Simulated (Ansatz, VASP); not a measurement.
# Pd: VASP beside Ansatz

```xyz
1
Lattice="0.0000 2.0227 1.8671 2.0227 0.0000 1.8671 2.0227 2.0227 0.0000" Properties=species:S:1:pos:R:3 pbc="T T T"
Pd    0.0000    0.0000    0.0000
```

Change from the starting cell: strain +0.040 along x and y, -0.040 along z, atoms carried along.

Alike in both runs: task single point; functional PBE; k mesh 20 × 20 × 20; occupations gaussian, width 0.15 eV; no spin polarisation.

|  | VASP | Ansatz |
| --- | --- | --- |
| version | VASP 6.6.1 | Ansatz 0.2.0 |
| potentials or method | VASP PAW PBE potentials, release 64 (Pd), cutoff 520 eV | scalar-relativistic, plane waves, PAW |
| valence electrons in the cell | 10 | 18 |

VASP gave:

- gap on the k mesh at the Fermi level (eV): none
- pressure (GPa): 0.6
- traceless stress, the component that is largest in VASP (GPa): 1.65

Q: What did Ansatz give for the same quantities?

A: gap on the k mesh at the Fermi level (eV): none; pressure (GPa): 0.8; traceless stress, the component that is largest in VASP (GPa): 1.67.

A gap of «none» marks a metal or a gap that the smearing closes. VASP's potentials hold 10 valence electrons a cell and Ansatz's 18, so a difference there can come from the potentials and not from the codes.
